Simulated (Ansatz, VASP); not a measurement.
## One calculation of SrCl2, two programs

```
CELL_PARAMETERS angstrom
0.00000 3.41714 3.41714
3.41714 0.00000 3.41714
3.41714 3.41714 0.00000
ATOMIC_POSITIONS crystal
Sr 0.00000 0.00000 0.00000
Cl 0.75000 0.75000 0.75000
Cl 0.25000 0.25000 0.25000
```

Change from the starting cell: volume scaled by 0.94.

Alike in both runs: task single point; functional LDA; k mesh 7 × 7 × 7; occupations fermi-dirac, width 0.05 eV; no spin polarisation.

|  | VASP | Ansatz |
| --- | --- | --- |
| version | VASP 6.6.1 | Ansatz 0.2.0 |
| potentials or method | VASP PAW LDA potentials, release 64 (Sr_sv, Cl), cutoff 520 eV | all-electron LAPW, scalar-relativistic |

Ansatz gave:

- gap on the k mesh at the Fermi level (eV): 5.16
- least direct gap on the mesh (eV): 5.35
- pressure (GPa): -0.6

Which values does VASP return?

gap on the k mesh at the Fermi level (eV): 5.16; least direct gap on the mesh (eV): 5.34; pressure (GPa): -0.5.

LDA's correlation is that of Perdew and Zunger in VASP and of Perdew and Wang (1992) in Ansatz. Ansatz ran all-electron here, and VASP with PAW potentials.
